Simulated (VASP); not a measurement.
# Ta2N (P-3m1) in VASP: a series of runs, part 2 of 2

VASP 6.6.1.

## (4) Single point, LDA (14.12 Å³/atom)

This run uses another cell than the first one, of 14.12 Å³/atom.

The input, INCAR:

```
SYSTEM = Ta2N
ALGO = Normal
EDIFF = 1E-6
ENCUT = 520
GGA = CA
ISIF = 2
ISMEAR = 0
LASPH = .TRUE.
LCHARG = .FALSE.
LREAL = .FALSE.
LWAVE = .FALSE.
NBANDS = 20
NELM = 100
PREC = Accurate
SIGMA = 0.1
```

The input, KPOINTS:

```
k-points
0
G
  15 15 10
  0 0 0
```

The input, POSCAR:

```
Ta2N
1.0
    3.1625157612     -0.0000000029      0.0000000000
   -1.5812578780      2.7388189905      0.0000000000
    0.0000000000      0.0000000000      4.8913662660
Ta N
2 1
Direct
    0.6666666667      0.3333333333      0.7530700386
    0.3333333333      0.6666666667      0.2469299614
    0.0000000000      0.0000000000      0.0000000000
```

Potentials or basis: VASP PAW LDA potentials, release 64 (Ta_pv, N).

Command:

```sh
$ cat potpaw_LDA.64/Ta_pv/POTCAR potpaw_LDA.64/N/POTCAR > POTCAR
$ mpirun -np 1 vasp_std > vasp.out
```

OUTCAR:

```text
SYSTEM = Ta2N
   EDIFF = 1E-6
   ENCUT = 520
   GGA = CA
   ISIF = 2
   ISMEAR = 0
   LASPH = .TRUE.
   LREAL = .FALSE.
   NELM = 100
   PREC = Accurate

 ion  position               nearest neighbor table
   1  0.667  0.333  0.753-   3 2.19   3 2.19   3 2.19   2 3.03   2 3.03   2 3.03   2 3.08   2 3.08
                             2 3.08
   2  0.333  0.667  0.247-   3 2.19   3 2.19   3 2.19   1 3.03   1 3.03   1 3.03   1 3.08   1 3.08
                             1 3.08
   3  0.000  0.000  0.000-   1 2.19   2 2.19   2 2.19   1 2.19   1 2.19   2 2.19

  LATTYP: Found a hexagonal cell.
 ALAT       =     3.1625157612
[... 748 lines left out ...]
  Direction    XX          YY          ZZ          XY          YZ          ZX
  --------------------------------------------------------------------------------------
  -------------------------------------------------------------------------------------
  Total       -5.2617363     -5.2617363     -5.3018818     -0.0000000      0.0000000      0.0000000
  in kB     -198.9818423   -198.9818423   -200.5000165     -0.0000000      0.0000000      0.0000000
  external PRESSURE =    -199.4879004 kB  Pullay stress =       0.0000000 kB

 VOLUME and BASIS-vectors are now :
 -----------------------------------------------------------------------------
  energy-cutoff  :      520.00
  volume of cell :       42.37
      direct lattice vectors                 reciprocal lattice vectors
     3.162515761 -0.000000003  0.000000000     0.316203958  0.182560440  0.000000000
    -1.581257878  2.738818990  0.000000000     0.000000000  0.365120880  0.000000000
     0.000000000  0.000000000  4.891366266     0.000000000  0.000000000  0.204441856

 POSITION                                       TOTAL-FORCE (eV/Angst)
 -----------------------------------------------------------------------------------
      1.58126      0.91294      3.68354         0.000000      0.000000     -0.039277
      0.00000      1.82588      1.20782        -0.000000     -0.000000      0.039277
      0.00000      0.00000      0.00000        -0.000000      0.000000      0.000000
 -----------------------------------------------------------------------------------
    total drift:                                0.000000     -0.000000     -0.000000

  FREE ENERGIE OF THE ION-ELECTRON SYSTEM (eV)
  ---------------------------------------------------
  free  energy   TOTEN  =       -37.4368864699 eV

  energy  without entropy=      -37.4313855512  energy(sigma->0) =      -37.43413601
```

OSZICAR:

```text
N       E                     dE             d eps       ncg     rms          rms(c)
DAV:   1     0.209119691411E+03    0.20912E+03   -0.14983E+04  9520   0.137E+03
DAV:   2    -0.315338688397E+02   -0.24065E+03   -0.23449E+03 10940   0.391E+02
DAV:   3    -0.407177098998E+02   -0.91838E+01   -0.89928E+01 12072   0.683E+01
DAV:   4    -0.408417449872E+02   -0.12404E+00   -0.12319E+00 11836   0.740E+00
DAV:   5    -0.408432918472E+02   -0.15469E-02   -0.15461E-02 11792   0.666E-01    0.251E+01
DAV:   6    -0.378748603289E+02    0.29684E+01   -0.17632E+01 11140   0.252E+01    0.116E+01
DAV:   7    -0.375080856010E+02    0.36677E+00   -0.18322E+00 10644   0.783E+00    0.627E+00
DAV:   8    -0.374424286663E+02    0.65657E-01   -0.29915E-01 11268   0.397E+00    0.453E-01
DAV:   9    -0.374376447381E+02    0.47839E-02   -0.31080E-02 11372   0.101E+00    0.238E-01
DAV:  10    -0.374370716616E+02    0.57308E-03   -0.55128E-03 11448   0.547E-01    0.850E-02
DAV:  11    -0.374368933830E+02    0.17828E-03   -0.12685E-03 10924   0.198E-01    0.261E-02
DAV:  12    -0.374368870081E+02    0.63749E-05   -0.58004E-05 10728   0.529E-02    0.941E-03
DAV:  13    -0.374368869768E+02    0.31317E-07   -0.17845E-05 10988   0.214E-02    0.520E-03
DAV:  14    -0.374368864699E+02    0.50686E-06   -0.27794E-06  9076   0.102E-02
   1 F= -.37436886E+02 E0= -.37434136E+02  d E =-.550092E-02
```

stdout:

```text
POSCAR found type information on POSCAR TaN
 POSCAR found :  2 types and       3 ions
 scaLAPACK will be used
 LDA part: xc-table for (Slater(with rela. corr.)+CA(PZ))
 , standard interpolation
 POSCAR, INCAR and KPOINTS ok, starting setup
 FFT: planning ... GRIDC
 FFT: planning ... GRID_SOFT
 FFT: planning ... GRID
 WAVECAR not read
 entering main loop
```

It took 73 s on 1 thread of AMD EPYC 9R45 (Zen 5), shared host; peak memory 0.25 GiB.

What came out:

| Quantity | Value |
| --- | --- |
| Free energy | -37.4369 eV |
| Pressure | -19.9 GPa |
| Largest force | 0.039 eV/Å |
| Band gap on the k mesh | zero (an odd number of electrons rules out a gap without spin polarisation) |

Forces on the atoms (eV/Å):
```
Ta   0.000  0.000 -0.039
Ta   0.000  0.000  0.039
N    0.000  0.000  0.000
```

Stress tensor (GPa, compression positive):
```
-19.90   0.00   0.00
  0.00 -19.90   0.00
  0.00   0.00 -20.05
```

Caveat: the cell stands under tension; spin-orbit coupling is left out, which moves the levels of the heavy elements.

## (5) Summary

| cell | gap on the mesh (eV) | pressure (GPa) | largest force (eV/Å) |
| --- | --- | --- | --- |
| a = 3.097, b = 3.097, c = 4.819 Å, angles 90.0, 90.0, 120.0°, 3 atoms, atomic positions A | none | -6.8 | 0.05 |
| a = 3.131, b = 3.131, c = 4.853 Å, angles 90.0, 90.0, 120.0°, 3 atoms, atomic positions A | none | -13.9 | 0.04 |
| a = 3.163, b = 3.163, c = 4.891 Å, angles 90.0, 90.0, 120.0°, 3 atoms, atomic positions B | none | -19.9 | 0.04 |

Alike in all rows: task single point; level LDA; potentials or basis VASP PAW LDA potentials, release 64 (Ta_pv, N); no spin polarisation; k mesh 15 × 15 × 10; cutoff (eV) 520; smearing gaussian 0.1 eV.

Caveats: the cell stands under tension; spin-orbit coupling is left out, which moves the levels of the heavy elements.

Total energies depend on the potentials used, so only differences within one code and one set of settings carry meaning.
